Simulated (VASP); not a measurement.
# SnO2 (rutile type) (P4_2/mnm) in VASP: a series of runs

The runs below take SnO2 (rutile type) through single point, relaxation of shape and atoms at fixed volume, with PBE.

All numbers are computed with VASP 6.6.1; they aren't measurements. Logs are shortened: lines on timing, memory, paths and dates and some standing lists are left out, and cuts for length are marked.

**1. The cell of the first run**

The structure is tetragonal, space group P4_2/mnm (No. 136). The conventional cell has a = 4.827 Å, b = 4.827 Å, c = 3.238 Å, α = 90.00°, β = 90.00°, γ = 90.00°. Sn (site symmetry mmm) has 6 O at 2.09 Å within 2.8 Å. O (site symmetry m2m) has 3 Sn at 2.09 Å and 1 O at 2.64 Å within 2.8 Å.

**2. Single point, PBE**

File INCAR:

```
SYSTEM = SnO2
ALGO = Normal
EDIFF = 1E-7
ENCUT = 520
GGA = PE
ISIF = 2
ISMEAR = -1
LASPH = .True.
LCHARG = .False.
LREAL = .False.
LWAVE = .False.
NBANDS = 35
NELM = 100
PREC = Accurate
SIGMA = 0.05
```

File KPOINTS:

```
k-points
0
Gamma
  8 8 11
  0 0 0
```

File POSCAR:

```
SnO2
1.0
    4.8270227918      0.0000000000      0.0000000000
    0.0000000000      4.8270227918      0.0000000000
    0.0000000000      0.0000000000      3.2382847993
Sn O
2 4
Direct
    0.0000000000      0.0000000000      0.0000000000
    0.5000000000      0.5000000000      0.5000000000
    0.3065726999      0.3065726999      0.0000000000
    0.6934273001      0.6934273001      0.0000000000
    0.8065726999      0.1934273001      0.5000000000
    0.1934273001      0.8065726999      0.5000000000
```

Potentials or basis: VASP PAW PBE potentials, release 64 (Sn_d, O).

On the command line:

```console
cat potpaw_PBE.64/Sn_d/POTCAR potpaw_PBE.64/O/POTCAR > POTCAR
mpirun -np 1 vasp_std > vasp.out
```

OUTCAR:

```text
SYSTEM = SnO2
   EDIFF = 1E-7
   ENCUT = 520
   GGA = PE
   ISIF = 2
   ISMEAR = -1
   LASPH = .True.
   LREAL = .False.
   NELM = 100
   PREC = Accurate

 ion  position               nearest neighbor table
   1  0.000  0.000  0.000-   5 2.09   6 2.09   5 2.09   6 2.09   3 2.09   4 2.09
   2  0.500  0.500  0.500-   3 2.09   4 2.09   3 2.09   4 2.09   5 2.09   6 2.09
   3  0.307  0.307  0.000-   2 2.09   2 2.09   1 2.09
   4  0.693  0.693  0.000-   2 2.09   2 2.09   1 2.09
   5  0.807  0.193  0.500-   1 2.09   1 2.09   2 2.09
   6  0.193  0.807  0.500-   1 2.09   1 2.09   2 2.09

  LATTYP: Found a simple tetragonal cell.
 ALAT       =     4.8270227918
 C/A-ratio  =     0.6708658606

  Lattice vectors:

 A1 = (   4.8270227918,   0.0000000000,   0.0000000000)
 A2 = (   0.0000000000,   4.8270227918,   0.0000000000)
 A3 = (   0.0000000000,   0.0000000000,   3.2382847993)

Analysis of symmetry for initial positions (statically):
=====================================================================
 Subroutine PRICEL returns:
 Original cell was already a primitive cell.

 Routine SETGRP: Setting up the symmetry group for a
 simple tetragonal supercell.

 Subroutine GETGRP returns: Found 16 space group operations
 (whereof  8 operations were pure point group operations)
 out of a pool of 16 trial point group operations.

The static configuration has the point symmetry D_2h.
 The point group associated with its full space group is D_4h.

Analysis of symmetry for dynamics (positions and initial velocities):
=====================================================================
 Subroutine PRICEL returns:
 Original cell was already a primitive cell.

 Routine SETGRP: Setting up the symmetry group for a
 simple tetragonal supercell.

 Subroutine GETGRP returns: Found 16 space group operations
 (whereof  8 operations were pure point group operations)
 out of a pool of 16 trial point group operations.

The dynamic configuration has the point symmetry D_2h.
 The point group associated with its full space group is D_4h.

 Subroutine INISYM returns: Found 16 space group operations
 (whereof  8 operations are pure point group operations),
 and found     1 'primitive' translations

----------------------------------------------------------------------------------------

                                     Primitive cell

  volume of cell :      75.4525

  direct lattice vectors                    reciprocal lattice vectors
     4.827022792  0.000000000  0.000000000     0.207167035  0.000000000  0.000000000
     0.000000000  4.827022792  0.000000000     0.000000000  0.207167035  0.000000000
     0.000000000  0.000000000  3.238284799     0.000000000  0.000000000  0.308805452

  length of vectors
     4.827022792  4.827022792  3.238284799     0.207167035  0.207167035  0.308805452

  position of ions in fractional coordinates (direct lattice)
     0.000000000  0.000000000  0.000000000
     0.500000000  0.500000000  0.500000000
     0.306572700  0.306572700  0.000000000
     0.693427300  0.693427300  0.000000000
     0.806572700  0.193427300  0.500000000
     0.193427300  0.806572700  0.500000000

  ion indices of the primitive-cell ions
   primitive index   ion index
                 1           1
                 2           2
                 3           3
                 4           4
                 5           5
                 6           6

----------------------------------------------------------------------------------------

 KPOINTS: k-points

Automatic generation of k-mesh.
 Grid dimensions read from file:
 generate k-points for:    8    8   11

 Generating k-lattice:

  Cartesian coordinates                     Fractional coordinates (reciprocal lattice)
     0.025895879  0.000000000  0.000000000     0.125000000  0.000000000  0.000000000
     0.000000000  0.025895879  0.000000000     0.000000000  0.125000000  0.000000000
     0.000000000  0.000000000  0.028073223     0.000000000  0.000000000  0.090909091

  Length of vectors
     0.025895879  0.025895879  0.028073223

  Shift w.r.t. Gamma in fractional coordinates (k-lattice)
     0.000000000  0.000000000  0.000000000

 Subroutine IBZKPT returns following result:
 ===========================================

 Found     90 irreducible k-points:

 Following reciprocal coordinates:
            Coordinates               Weight
  0.000000  0.000000  0.000000      1.000000
  0.125000  0.000000  0.000000      4.000000
  0.250000  0.000000  0.000000      4.000000
  0.375000  0.000000  0.000000      4.000000
  0.500000  0.000000  0.000000      2.000000
  0.125000  0.125000  0.000000      4.000000
[... 16 lines left out ...]
  0.375000  0.125000  0.090909     16.000000
  0.500000  0.125000  0.090909      8.000000
 [... further k-points ...]
   k-points           NKPTS =     90   k-points in BZ     NKDIM =     90   number of bands    NBANDS=     35
   number of dos      NEDOS =    301   number of ions     NIONS =      6
   total plane-waves  NPLWV =  31104
   dimension x,y,z NGX =    36 NGY =   36 NGZ =   24
   dimension x,y,z NGXF=    72 NGYF=   72 NGZF=   48
   ions per type =               2   4
   NGX,Y,Z   is equivalent  to a cutoff of  12.40, 12.40, 12.32 a.u.
   NGXF,Y,Z  is equivalent  to a cutoff of  24.80, 24.80, 24.64 a.u.
 SYSTEM =  SnO2
   PREC   = accura    normal or accurate (medium, high low for compatibility)
   ISTART =      0    job   : 0-new  1-cont  2-samecut
   ICHARG =      2    charge: 1-file 2-atom 10-const
   ISPIN  =      1    spin polarized calculation?
   LNONCOLLINEAR =      F non collinear calculations
   LSORBIT =      F    spin-orbit coupling
   LASPH  =      T    aspherical Exc in radial PAW
   ENCUT  =  520.0 eV  38.22 Ry    6.18 a.u.   8.98  8.98  6.02*2*pi/ulx,y,z
   NELM   =    100;   NELMIN=  2; NELMDL= -5     # of ELM steps
   EDIFF  = 0.1E-06   stopping-criterion for ELM
   LREAL  =      F    real-space projection
   EDIFFG = 0.1E-05   stopping-criterion for IOM
   NSW    =      0    number of steps for IOM
   IBRION =     -1    ionic relax: 0-MD 1-quasi-New 2-CG
   NFREE  =      0    steps in history (QN), initial steepest desc. (CG)
   ISIF   =      2    stress and relaxation
   ISYM   =      2    0-nonsym 1-usesym 2-fastsym
   POTIM  = 0.5000    time-step for ionic-motion
   TEBEG  =    0.0;   TEEND  =   0.0 temperature during run
   PSTRESS=    0.0 pullay stress
   NELECT =      52.0000    total number of electrons
   NUPDOWN=      -1.0000    fix difference up-down
   EMIN   =  10.00;   EMAX   =-10.00  energy-range for DOS
   EFERMI =   0.00;   METHOD = LEGACY
   ISMEAR =    -1;   SIGMA  =   0.05  broadening in eV -4-tet -1-fermi 0-gaus
   EFERMI_NEDOS =   21; number of points for ismear=-14 and -15
   IALGO  =     38    algorithm
   IMIX   =      4    mixing-type and parameters
     AMIX     =   0.40;   BMIX     =  1.00
     AMIX_MAG =   1.60;   BMIX_MAG =  1.00
  volume/ion in A,a.u.               =      12.58        84.86
  Fermi-wavevector in a.u.,A,eV,Ry     =   1.446055  2.732647 28.450789  2.091074
  Thomas-Fermi vector in A             =   2.564167
   LORBIT       =      0    0 simple, 1 ext, 2 COOP (PROOUT), +10 PAW based schemes
   GGA     = PE    functional components
   LHFCALC =     F    Hartree Fock is set to
   AEXX    =    0.0000 exact exchange contribution
   IVDW    =     0    specifies the selected vdW correction
   LEPSILON=     F    determine dielectric tensor
   LRPA    =     F    only Hartree local field effects (RPA)
 non-spin polarized calculation
  energy-cutoff  :      520.00
  volume of cell :       75.45
 maximum number of plane-waves:      2060
 NGX is ok and might be reduce to    36
   NGX = 17   NGY = 17   NGZ = 13

 number of electron      52.0000002 magnetization

 Free energy of the ion-electron system (eV)
  ---------------------------------------------------
  ext. energy  EPLUGINS =         0.00000000
  ---------------------------------------------------
  free energy    TOTEN  =       -37.31117682 eV

  energy without entropy =      -37.31117091  energy(sigma->0) =      -37.31117386

 E-fermi :   5.9016     XC(G=0): -10.9767

 val. band max:        5.5327349208   @ k =   0.0000   0.0000   0.0000
 cond. band min:       6.2024609143   @ k =   0.0000   0.0000   0.0000
 fundamental gap:      0.6697259935
 Fermi energy:         5.9016442441

 k-point     1 :       0.0000    0.0000    0.0000
  band No.  band energies     occupation
      1     -15.5028      2.00000
      2     -14.8380      2.00000
      3     -14.6449      2.00000
      4     -14.6177      2.00000
      5     -14.6177      2.00000
      6     -14.5521      2.00000
[... 27 lines left out ...]
     34      17.0175      0.00000
     35      17.7879      0.00000

 k-point     2 :       0.1250    0.0000    0.0000
  band No.  band energies     occupation
      1     -15.4817      2.00000
      2     -14.8610      2.00000
      3     -14.6445      2.00000
      4     -14.6168      2.00000
      5     -14.6168      2.00000
      6     -14.5697      2.00000
[... 27 lines left out ...]
     34      17.0696      0.00000
     35      17.7973      0.00000

 k-point     3 :       0.2500    0.0000    0.0000
  band No.  band energies     occupation
      1     -15.4196      2.00000
      2     -14.9361      2.00000
      3     -14.6431      2.00000
      4     -14.6147      2.00000
      5     -14.6146      2.00000
      6     -14.6022      2.00000
[... 27 lines left out ...]
     34      17.2776      0.00000
     35      17.7786      0.00000
[... 723 lines left out ...]
 k-point    23 :       0.3750    0.1250    0.0909
  band No.  band energies     occupation
      1     -15.2934      2.00000
      2     -15.0604      2.00000
      3     -14.6947      2.00000
      4     -14.6903      2.00000
      5     -14.6091      2.00000
      6     -14.5831      2.00000
[... 27 lines left out ...]
     34      17.5654      0.00000
     35      17.7424      0.00000

 k-point    24 :       0.5000    0.1250    0.0909
  band No.  band energies     occupation
      1     -15.1836      2.00000
      2     -15.1836      2.00000
      3     -14.6932      2.00000
      4     -14.6932      2.00000
      5     -14.5960      2.00000
      6     -14.5960      2.00000
[... 27 lines left out ...]
     34      17.5546      0.00000
     35      17.7256      0.00000

 [... further k-points ...]

------------------------ aborting loop because EDIFF is reached ----------------------------------------

  FORCE on cell =-STRESS in cart. coord.  units (eV):
  Direction    XX          YY          ZZ          XY          YZ          ZX
  --------------------------------------------------------------------------------------
  -------------------------------------------------------------------------------------
  Total        0.2513718      0.2513718      0.3803912      0.0000000      0.0000000      0.0000000
  in kB        5.3376902      5.3376902      8.0773212      0.0000000      0.0000000      0.0000000
  external PRESSURE =       6.2509005 kB  Pullay stress =       0.0000000 kB

 VOLUME and BASIS-vectors are now :
 -----------------------------------------------------------------------------
  energy-cutoff  :      520.00
  volume of cell :       75.45
      direct lattice vectors                 reciprocal lattice vectors
     4.827022792  0.000000000  0.000000000     0.207167035  0.000000000  0.000000000
     0.000000000  4.827022792  0.000000000     0.000000000  0.207167035  0.000000000
     0.000000000  0.000000000  3.238284799     0.000000000  0.000000000  0.308805452

 POSITION                                       TOTAL-FORCE (eV/Angst)
 -----------------------------------------------------------------------------------
      0.00000      0.00000      0.00000         0.000000     -0.000000     -0.000000
      2.41351      2.41351      1.61914         0.000000     -0.000000     -0.000000
      1.47983      1.47983      0.00000        -0.011407     -0.011407     -0.000000
      3.34719      3.34719      0.00000         0.011407      0.011407      0.000000
      3.89334      0.93368      1.61914        -0.011407      0.011407     -0.000000
      0.93368      3.89334      1.61914         0.011407     -0.011407     -0.000000
 -----------------------------------------------------------------------------------
    total drift:                                0.000000      0.000000     -0.000000

  FREE ENERGIE OF THE ION-ELECTRON SYSTEM (eV)
  ---------------------------------------------------
  free  energy   TOTEN  =       -37.3111768186 eV

  energy  without entropy=      -37.3111709109  energy(sigma->0) =      -37.31117386
```

Run time: 2.4 min. Hardware: 1 thread of Intel Xeon Platinum 8259CL at 2.50GHz (Skylake/Cascade Lake), shared host; peak memory 0.3 GiB.

Results:

```
Free energy            : -37.3112 eV
Pressure               : 0.6 GPa
Largest force          : 0.016 eV/Å
Band gap on the k mesh : 0.67 eV
```

Forces in eV/Å, atoms in the order of the input:
```
Sn   0.000  0.000  0.000
Sn   0.000  0.000  0.000
O   -0.011 -0.011  0.000
O    0.011  0.011  0.000
O   -0.011  0.011  0.000
O    0.011 -0.011  0.000
```

Stress tensor (GPa, compression positive):
```
0.53 0.00 0.00
0.00 0.53 0.00
0.00 0.00 0.81
```

Caveat: spin-orbit coupling is left out, which moves the levels of the heavy elements; an odd mesh through Γ misses points on the zone boundary, where band edges can lie.

**3. Single point, PBE (12.58 Å³/atom)**

File INCAR:

```
PREC = Accurate
ENCUT = 520
EDIFF = 1E-7
ISMEAR = -1
SIGMA = 0.05
LREAL = F
LASPH = T
NELM = 80
ALGO = Normal
ISIF = 2
LWAVE = F
LCHARG = T
GGA = PE
LELF = T
LVHAR = T
NBANDS = 35
```

File KPOINTS:

```
Automatic mesh
0
Gamma
  8 8 11
```

POSCAR is that of step 2.

Potentials or basis: VASP PAW PBE potentials, release 64 (Sn_d, O).

On the command line:

```console
cat potpaw_PBE.64/Sn_d/POTCAR potpaw_PBE.64/O/POTCAR > POTCAR
mpirun -np 1 vasp_std > vasp.out
```

Run time: 2.8 min. Hardware: 1 thread of Intel Xeon Platinum 8259CL at 2.50GHz (Skylake/Cascade Lake), shared host; peak memory 0.3 GiB.

Results (log left out):

| Item | Value |
| --- | --- |
| Free energy | -37.3112 eV |
| Pressure | 0.6 GPa |
| Largest force | 0.016 eV/Å |
| Band gap on the k mesh | 0.67 eV |

Forces in eV/Å, atoms in the order of the input:
```
Sn   0.000  0.000  0.000
Sn   0.000  0.000  0.000
O   -0.011 -0.011  0.000
O    0.011  0.011  0.000
O   -0.011  0.011  0.000
O    0.011 -0.011  0.000
```

Stress tensor (GPa, compression positive):
```
0.53 0.00 0.00
0.00 0.53 0.00
0.00 0.00 0.81
```

Levels at points of the mesh, in eV from the valence-band top:
| k point | band 24 | band 25 | band 26 | band 27 | band 28 | band 29 |
| --- | --- | --- | --- | --- | --- | --- |
| (0.00, 0.00, 0.00) | -0.74 | -0.74 | 0.00 | 0.67 | 5.69 | 6.06 |
| (0.50, 0.00, 0.00) | -1.21 | -0.61 | -0.61 | 3.88 | 3.88 | 6.80 |
| (0.50, 0.50, 0.00) | -1.33 | -0.85 | -0.85 | 4.27 | 4.27 | 7.15 |

Caveat: spin-orbit coupling is left out, which moves the levels of the heavy elements; an odd mesh through Γ misses points on the zone boundary, where band edges can lie.

**4. Relaxation of shape and atoms at fixed volume, PBE**

This run uses another cell than the first one, of 7.80 Å³/atom.

File INCAR:

```
ALGO = Normal
EDIFF = 1E-6
EDIFFG = -0.005
ENCUT = 600
GGA = PE
IBRION = 2
ISIF = 4
ISMEAR = -1
LASPH = T
LCHARG = F
LREAL = F
LWAVE = F
NELM = 100
NSW = 50
PREC = Accurate
SIGMA = 0.05
```

File KPOINTS:

```
k-points
0
Gamma
  8 8 11
```

Changes to POSCAR since step 3:

```diff
@@ -2,5 +2,5 @@
 1.0
-    4.8270227918      0.0000000000      0.0000000000
-    0.0000000000      4.8270227918      0.0000000000
-    0.0000000000      0.0000000000      3.2382847993
+    4.1160114979      0.0000000000      0.0000000000
+    0.0000000000      4.1160114979      0.0000000000
+    0.0000000000      0.0000000000      2.7612915957
 Sn O
```

On the command line:

```console
cat potpaw_PBE.64/Sn_d/POTCAR potpaw_PBE.64/O/POTCAR > POTCAR
mpirun -np 1 vasp_std > vasp.out
```

Wall time 11 min (1 thread of Intel Xeon Platinum 8259CL at 2.50GHz (Skylake/Cascade Lake), shared host); peak memory 0.27 GiB.

Results (log left out):

| Quantity | Value |
| --- | --- |
| Free energy | -22.8225 eV |
| Pressure after relaxing | 243.5 GPa |
| Band gap on the k mesh | 5.52 eV (least direct gap 6.83 eV) |

Forces in eV/Å, atoms in the order of the input:
```
Sn   0.000  0.000  0.000
Sn   0.000  0.000  0.000
O    0.002  0.002  0.000
O   -0.002 -0.002  0.000
O    0.002 -0.002  0.000
O   -0.002  0.002  0.000
```

Final structure:
```xyz
6
Lattice="3.9133 0.0000 0.0000 0.0000 3.9133 0.0000 0.0000 0.0000 3.0548" Properties=species:S:1:pos:R:3 pbc="T T T"
Sn    0.0000    0.0000    0.0000
Sn    1.9566    1.9566    1.5274
O     1.2254    1.2254    0.0000
O     2.6879    2.6879    0.0000
O     3.1820    0.7312    1.5274
O     0.7312    3.1820    1.5274
```

Levels at points of the mesh, in eV from the valence-band top:
| k point | band 23 | band 24 | band 25 | band 26 | band 27 | band 28 | band 29 | band 30 |
| --- | --- | --- | --- | --- | --- | --- | --- | --- |
| (0.00, 0.00, 0.00) | -1.95 | -1.87 | -1.87 | -1.30 | 5.52 | 6.52 | 6.52 | 6.79 |
| (0.50, 0.00, 0.00) | -2.05 | -2.05 | -1.39 | -1.39 | 7.44 | 7.44 | 8.31 | 8.31 |
| (0.50, 0.50, 0.00) | -2.14 | -2.14 | -1.88 | -1.88 | 8.24 | 8.24 | 9.42 | 9.42 |

Caveat: spin-orbit coupling is left out, which moves the levels of the heavy elements; an odd mesh through Γ misses points on the zone boundary, where band edges can lie.
